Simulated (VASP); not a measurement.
Runs of VASP 6.6.1 on KTaO3. The structure is that of space group P4/mmm (No. 123), or close to it. The cells are those of the table. 

```tsv
cell	gap on the mesh (eV)	pressure (GPa)
a = 3.743, b = 4.119, c = 4.025 Å, 5 atoms	2.06	14.3
a = 3.837, b = 4.119, c = 4.025 Å, 5 atoms	(a)	7.1
a = 3.743, b = 4.213, c = 4.025 Å, 5 atoms	1.97	10.3
a = 3.837, b = 4.307, c = 4.025 Å, 5 atoms	(b)	0.4
a = 3.931, b = 4.213, c = 4.025 Å, 5 atoms	1.96	-2.2
```

Alike in all rows: task single point; level PBE; potentials or basis VASP PAW PBE potentials, release 64 (K_sv, Ta_pv, O); no spin polarisation; k mesh 8 × 8 × 8; cutoff (eV) 520; smearing gaussian 0.05 eV.

Task: Fill in the values left out.

Result: (a) 2.05; (b) 1.88.

Caveats: spin-orbit coupling is left out, which moves the levels of the heavy elements; the cell stands under pressure (at least some runs).

A k mesh can miss the band edges, and the runs leave out spin-orbit coupling on Ta.
